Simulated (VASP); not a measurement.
# SnO in VASP: single point with PBE+D3(BJ)

Aim: the single point of SnO with PBE+D3(BJ).

All numbers are computed with VASP 6.6.1; they aren't measurements. Logs are shortened: lines on timing, memory, paths and dates and some standing lists are left out, and cuts for length are marked.

### Step 1. The cell of the first run

The cell holds a slab with vacuum, 8 atoms: a = 3.820 Å, b = 3.820 Å, c = 22.226 Å, α = 90.00°, β = 90.00°, γ = 90.00°.

### Step 2. Single point, PBE+D3(BJ) (layers slid over each other)

INCAR

```
SYSTEM = SnO
PREC = Accurate
ENCUT = 520
EDIFF = 1E-6
ISMEAR = 0
SIGMA = 0.05
LREAL = .FALSE.
LASPH = .TRUE.
NELM = 60
ALGO = Normal
ISIF = 2
LWAVE = .FALSE.
LCHARG = .TRUE.
LDIPOL = .TRUE.
IDIPOL = 3
DIPOL = 0.5 0.5 0.401
GGA = PE
IVDW = 12
LELF = .TRUE.
LVHAR = .TRUE.
LVACPOTAV = .TRUE.
NBANDS = 50
```

KPOINTS

```
regular mesh
0
G
  7 7 1
  0 0 0
```

POSCAR

```
SnO
1.0
    3.8201631401      0.0000000000      0.0000000000
    0.0000000000      3.8201631401      0.0000000000
    0.0000000000      0.0000000000     22.2260824966
Sn O
4 4
Direct
    0.7500000000      0.2500000000      0.2024648294
    0.2500000000      0.7500000000      0.3087832167
    0.5000000000      1.0000000000      0.4932511724
    0.0000000000      1.5000000000      0.5995695597
    0.2500000000      0.2500000000      0.2556240230
    0.7500000000      0.7500000000      0.2556240230
    0.0000000000      1.0000000000      0.5464103660
    0.5000000000      1.5000000000      0.5464103660
```

Potentials or basis: VASP PAW PBE potentials, release 64 (Sn_d, O).

Started as:

```
$ cat potpaw_PBE.64/Sn_d/POTCAR potpaw_PBE.64/O/POTCAR > POTCAR
$ mpirun -np 1 vasp_std > vasp.out
```

OUTCAR:

```text
SYSTEM = SnO
   PREC = Accurate
   ENCUT = 520
   EDIFF = 1E-6
   ISMEAR = 0
   LREAL = .FALSE.
   LASPH = .TRUE.
   NELM = 60
   ISIF = 2
   GGA = PE
   IVDW = 12
 IVDW          = 12

 ion  position               nearest neighbor table
   1  0.750  0.250  0.202-   5 2.25   6 2.25   6 2.25   5 2.25   2 3.59   2 3.59   2 3.59   2 3.59

   2  0.250  0.750  0.309-   5 2.25   6 2.25   5 2.25   6 2.25   1 3.59   1 3.59   1 3.59   1 3.59

   3  0.500  0.000  0.493-   7 2.25   8 2.25   8 2.25   7 2.25   4 3.59   4 3.59   4 3.59   4 3.59

   4  0.000  0.500  0.600-   7 2.25   8 2.25   7 2.25   8 2.25   3 3.59   3 3.59   3 3.59   3 3.59

   5  0.250  0.250  0.256-   1 2.25   1 2.25   2 2.25   2 2.25
   6  0.750  0.750  0.256-   1 2.25   1 2.25   2 2.25   2 2.25
   7  0.000  0.000  0.546-   3 2.25   3 2.25   4 2.25   4 2.25
   8  0.500  0.500  0.546-   3 2.25   3 2.25   4 2.25   4 2.25

  LATTYP: Found a simple tetragonal cell.
 ALAT       =     3.8201631401
 C/A-ratio  =     5.8180977308

  Lattice vectors:

 A1 = (   3.8201631401,   0.0000000000,   0.0000000000)
 A2 = (   0.0000000000,   3.8201631401,   0.0000000000)
 A3 = (   0.0000000000,   0.0000000000,  22.2260824966)

Analysis of symmetry for initial positions (statically):
=====================================================================
 Subroutine PRICEL returns:
 Original cell was already a primitive cell.

 Routine SETGRP: Setting up the symmetry group for a
 simple tetragonal supercell.

 Subroutine GETGRP returns: Found  4 space group operations
 (whereof  1 operations were pure point group operations)
 out of a pool of 16 trial point group operations.

The static configuration has the point symmetry C_1 .
 The point group associated with its full space group is C_2h.

Analysis of symmetry for dynamics (positions and initial velocities):
=====================================================================
 Subroutine PRICEL returns:
 Original cell was already a primitive cell.

 Routine SETGRP: Setting up the symmetry group for a
 simple tetragonal supercell.

 Subroutine GETGRP returns: Found  4 space group operations
 (whereof  1 operations were pure point group operations)
 out of a pool of 16 trial point group operations.

The dynamic configuration has the point symmetry C_1 .
 The point group associated with its full space group is C_2h.

 Subroutine INISYM returns: Found  4 space group operations
 (whereof  1 operations are pure point group operations),
 and found     1 'primitive' translations

----------------------------------------------------------------------------------------

                                     Primitive cell

  volume of cell :     324.3596

  direct lattice vectors                    reciprocal lattice vectors
     3.820163140  0.000000000  0.000000000     0.261768925  0.000000000  0.000000000
     0.000000000  3.820163140  0.000000000     0.000000000  0.261768925  0.000000000
     0.000000000  0.000000000 22.226082497     0.000000000  0.000000000  0.044992184

  length of vectors
     3.820163140  3.820163140 22.226082497     0.261768925  0.261768925  0.044992184

  position of ions in fractional coordinates (direct lattice)
     0.750000000  0.250000000  0.202464829
     0.250000000  0.750000000  0.308783217
     0.500000000  0.000000000  0.493251172
     0.000000000  0.500000000  0.599569560
     0.250000000  0.250000000  0.255624023
     0.750000000  0.750000000  0.255624023
     0.000000000  0.000000000  0.546410366
     0.500000000  0.500000000  0.546410366

  ion indices of the primitive-cell ions
   primitive index   ion index
                 1           1
                 2           2
                 3           3
                 4           4
                 5           5
                 6           6
                 7           7
                 8           8

----------------------------------------------------------------------------------------

 KPOINTS: regular mesh

Automatic generation of k-mesh.
 Grid dimensions read from file:
 generate k-points for:    7    7    1

 Generating k-lattice:

  Cartesian coordinates                     Fractional coordinates (reciprocal lattice)
     0.037395561  0.000000000  0.000000000     0.142857143  0.000000000  0.000000000
     0.000000000  0.037395561  0.000000000     0.000000000  0.142857143  0.000000000
     0.000000000  0.000000000  0.044992184     0.000000000  0.000000000  1.000000000

  Length of vectors
     0.037395561  0.037395561  0.044992184

  Shift w.r.t. Gamma in fractional coordinates (k-lattice)
     0.000000000  0.000000000  0.000000000

 Subroutine IBZKPT returns following result:
 ===========================================

 Found     16 irreducible k-points:

 Following reciprocal coordinates:
            Coordinates               Weight
  0.000000  0.000000  0.000000      1.000000
  0.142857  0.000000  0.000000      4.000000
  0.285714  0.000000  0.000000      4.000000
  0.428571  0.000000  0.000000      4.000000
  0.142857  0.142857  0.000000      2.000000
 -0.142857  0.142857  0.000000      2.000000
[... 8 lines left out ...]
  0.428571  0.428571  0.000000      2.000000
 -0.428571  0.428571  0.000000      2.000000
   k-points           NKPTS =     16   k-points in BZ     NKDIM =     16   number of bands    NBANDS=     50
   number of dos      NEDOS =    301   number of ions     NIONS =      8
   total plane-waves  NPLWV = 131712
   dimension x,y,z NGX =    28 NGY =   28 NGZ =  168
   dimension x,y,z NGXF=    56 NGYF=   56 NGZF=  336
   ions per type =               4   4
   NGX,Y,Z   is equivalent  to a cutoff of  12.19, 12.19, 12.57 a.u.
   NGXF,Y,Z  is equivalent  to a cutoff of  24.37, 24.37, 25.13 a.u.
 SYSTEM =  SnO
   PREC   = accura    normal or accurate (medium, high low for compatibility)
   ISTART =      0    job   : 0-new  1-cont  2-samecut
   ICHARG =      2    charge: 1-file 2-atom 10-const
   ISPIN  =      1    spin polarized calculation?
   LNONCOLLINEAR =      F non collinear calculations
   LSORBIT =      F    spin-orbit coupling
   LASPH  =      T    aspherical Exc in radial PAW
   ENCUT  =  520.0 eV  38.22 Ry    6.18 a.u.   7.10  7.10 41.33*2*pi/ulx,y,z
   NELM   =     60;   NELMIN=  2; NELMDL= -5     # of ELM steps
   EDIFF  = 0.1E-05   stopping-criterion for ELM
   LREAL  =      F    real-space projection
[... 7 lines left out ...]
   TEBEG  =    0.0;   TEEND  =   0.0 temperature during run
   PSTRESS=    0.0 pullay stress
   NELECT =      80.0000    total number of electrons
   NUPDOWN=      -1.0000    fix difference up-down
   EMIN   =  10.00;   EMAX   =-10.00  energy-range for DOS
   EFERMI =   0.00;   METHOD = LEGACY
   ISMEAR =     0;   SIGMA  =   0.05  broadening in eV -4-tet -1-fermi 0-gaus
   EFERMI_NEDOS =   21; number of points for ismear=-14 and -15
   IALGO  =     38    algorithm
   IMIX   =      4    mixing-type and parameters
     AMIX     =   0.40;   BMIX     =  1.00
     AMIX_MAG =   1.60;   BMIX_MAG =  1.00
  volume/ion in A,a.u.               =      40.54       273.61
  Fermi-wavevector in a.u.,A,eV,Ry     =   1.026666  1.940118 14.341131  1.054043
  Thomas-Fermi vector in A             =   2.160571
   LORBIT       =      0    0 simple, 1 ext, 2 COOP (PROOUT), +10 PAW based schemes
   GGA     = PE    functional components
   LHFCALC =     F    Hartree Fock is set to
   AEXX    =    0.0000 exact exchange contribution
   IVDW    =    12    specifies the selected vdW correction
   LEPSILON=     F    determine dielectric tensor
   LRPA    =     F    only Hartree local field effects (RPA)
 non-spin polarized calculation
 Gauss-broadening in eV      SIGMA  =   0.05
  energy-cutoff  :      520.00
  volume of cell :      324.36
 maximum number of plane-waves:      8769
   NGX = 15   NGY = 15   NGZ = 83

 dipolmoment           0.000000      0.000000      0.000092 electrons x Angstroem

 number of electron      79.9999972 magnetization

 dipolmoment           0.000000      0.000000     -0.000008 electrons x Angstroem

 Free energy of the ion-electron system (eV)
  ---------------------------------------------------
  ext. energy  EPLUGINS =         0.00000000
  ---------------------------------------------------
  free energy    TOTEN  =       -45.16262352 eV

  energy without entropy =      -45.16262352  energy(sigma->0) =      -45.16262352

 E-fermi :   0.0964     XC(G=0):  -5.3120

 val. band max:       -0.1799471187   @ k =  -0.1429   0.1429   0.0000
 cond. band min:       2.3348891976   @ k =   0.0000   0.0000   0.0000
 fundamental gap:      2.5148363163
 Fermi energy:         0.0964214691

 k-point     1 :       0.0000    0.0000    0.0000
  band No.  band energies     occupation
      1     -21.0532      2.00000
      2     -21.0532      2.00000
      3     -20.6927      2.00000
      4     -20.6927      2.00000
      5     -20.6551      2.00000
      6     -20.6551      2.00000
[... 42 lines left out ...]
     49       5.1384      0.00000
     50       5.1922      0.00000

 k-point     2 :       0.1429    0.0000    0.0000
  band No.  band energies     occupation
      1     -21.0443      2.00000
      2     -21.0442      2.00000
      3     -20.6934      2.00000
      4     -20.6933      2.00000
      5     -20.6568      2.00000
      6     -20.6568      2.00000
[... 42 lines left out ...]
     49       5.3116      0.00000
     50       5.4692      0.00000

 k-point     3 :       0.2857    0.0000    0.0000
  band No.  band energies     occupation
      1     -21.0194      2.00000
      2     -21.0193      2.00000
      3     -20.7898      2.00000
      4     -20.7896      2.00000
      5     -20.6611      2.00000
      6     -20.6610      2.00000
[... 42 lines left out ...]
     49       5.6089      0.00000
     50       5.8090      0.00000

 k-point     4 :       0.4286    0.0000    0.0000
  band No.  band energies     occupation
      1     -20.9756      2.00000
      2     -20.9754      2.00000
      3     -20.9008      2.00000
      4     -20.9006      2.00000
      5     -20.6641      2.00000
      6     -20.6641      2.00000
[... 575 lines left out ...]
 k-point    15 :       0.4286    0.4286    0.0000
  band No.  band energies     occupation
      1     -20.9944      2.00000
      2     -20.9939      2.00000
      3     -20.9802      2.00000
      4     -20.9800      2.00000
      5     -20.6596      2.00000
      6     -20.6594      2.00000
[... 42 lines left out ...]
     49       5.9014      0.00000
     50       6.3955      0.00000

 k-point    16 :      -0.4286    0.4286    0.0000
  band No.  band energies     occupation
      1     -20.9941      2.00000
      2     -20.9939      2.00000
      3     -20.9805      2.00000
      4     -20.9799      2.00000
      5     -20.6595      2.00000
      6     -20.6594      2.00000
[... 42 lines left out ...]
     49       5.9044      0.00000
     50       6.4678      0.00000

------------------------ aborting loop because EDIFF is reached ----------------------------------------

 Edisp (eV)   -1.24650

 E8    (eV) :    -0.5512

  FORCE on cell =-STRESS in cart. coord.  units (eV):
  Direction    XX          YY          ZZ          XY          YZ          ZX
  --------------------------------------------------------------------------------------
  -------------------------------------------------------------------------------------
  Total       0.21235     0.21235    -0.01106     0.03405     0.23885     0.23885
  in kB       1.04888     1.04888    -0.05464     0.16821     1.17979     1.17978
  external pressure =        0.68 kB  Pullay stress =        0.00 kB

 VOLUME and BASIS-vectors are now :
 -----------------------------------------------------------------------------
  energy-cutoff  :      520.00
  volume of cell :      324.36
      direct lattice vectors                 reciprocal lattice vectors
     3.820163140  0.000000000  0.000000000     0.261768925  0.000000000  0.000000000
     0.000000000  3.820163140  0.000000000     0.000000000  0.261768925  0.000000000
     0.000000000  0.000000000 22.226082497     0.000000000  0.000000000  0.044992184

 POSITION                                       TOTAL-FORCE (eV/Angst)
 -----------------------------------------------------------------------------------
      2.86512      0.95504      4.50000        -0.004562     -0.004562     -0.080157
      0.95504      2.86512      6.86304        -0.024246     -0.024246      0.114841
      1.91008      0.00000     10.96304         0.024246      0.024246     -0.114841
      0.00000      1.91008     13.32608         0.004562      0.004562      0.080157
      0.95504      0.95504      5.68152         0.009176     -0.024450      0.006982
      2.86512      2.86512      5.68152        -0.024450      0.009176      0.006982
      0.00000      0.00000     12.14456         0.024450     -0.009176     -0.006982
      1.91008      1.91008     12.14456        -0.009176      0.024450     -0.006982
 -----------------------------------------------------------------------------------
    total drift:                               -0.000000     -0.000000     -0.000397

  FREE ENERGIE OF THE ION-ELECTRON SYSTEM (eV)
  ---------------------------------------------------
  free  energy   TOTEN  =       -46.4091241182 eV

  energy  without entropy=      -46.4091241182  energy(sigma->0) =      -46.40912412

 vacuum level on the upper side and lower side of the slab         4.930         4.930
```

It took 12 min on 1 thread of Intel Xeon 8259CL, shared host; peak memory 0.45 GiB.

What came out:

| Quantity | Value |
| --- | --- |
| Free energy | -46.4091 eV |
| Largest force | 0.120 eV/Å |
| Band gap on the k mesh | 2.51 eV (least direct gap 2.54 eV) |
| Dispersion energy per atom | -0.156 eV |

Forces on the atoms (eV/Å):
```
Sn  -0.005 -0.005 -0.080
Sn  -0.024 -0.024  0.115
Sn   0.024  0.024 -0.115
Sn   0.005  0.005  0.080
O    0.009 -0.024  0.007
O   -0.024  0.009  0.007
O    0.024 -0.009 -0.007
O   -0.009  0.024 -0.007
```

Levels at points of the mesh, in eV from the valence-band top:
| k point | band 38 | band 39 | band 40 | band 41 | band 42 | band 43 |
| --- | --- | --- | --- | --- | --- | --- |
| (0.00, 0.00, 0.00) | -1.96 | -0.64 | -0.03 | 2.51 | 2.85 | 2.85 |

Caveat: the cell differs from its parent crystal (layers slid over each other); spin-orbit coupling is left out, which moves the levels of the heavy elements.
